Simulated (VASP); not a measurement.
A run of VASP 6.6.1 is set up as follows.

The input INCAR:

```
SYSTEM = Be
ALGO = Normal
EDIFF = 1E-8
ENCUT = 520
GGA = PS
ISIF = 2
ISMEAR = -1
LASPH = .True.
LCHARG = .False.
LEFG = .True.
LREAL = .False.
LWAVE = .False.
NBANDS = 9
NELM = 60
PREC = Accurate
SIGMA = 0.15
```

The input KPOINTS:

```
k-points
0
Gamma
  21 21 12
  0 0 0
```

The input POSCAR:

```
Be
1.0
    2.2560263256      0.0000000000      0.0000000000
   -1.1280131628      1.9537761096      0.0000000000
    0.0000000000      0.0000000000      3.5564376308
Be
2
Direct
    0.3333333333      0.6666666667      0.2500000000
    0.6666666667      0.3333333333      0.7500000000
```

Potentials or basis: VASP PAW PBE potentials, release 64 (Be).

Launch:

```bash
$ cat potpaw_PBE.64/Be/POTCAR > POTCAR
$ mpirun -np 1 vasp_std > vasp.out
```

Problem. Predict the pressure.

Solution. 0.4 GPa.

Problem. What does it give for the band gap on the k mesh?

Solution. Zero (bands 2 and 3 overlap by 2.09 eV).

Electric field gradients, principal values (V/Å²):
```tsv
atom	least	middle	greatest (by size)
1 Be	0.275	0.275	-0.551
2 Be	0.275	0.275	-0.551
```

Caveat: without QUAD_EFG the Cq values of the log hold for a quadrupole moment of 1 mb, not for the nuclei; the PAW data sets were made with another functional, which shifts forces and pressure a little.
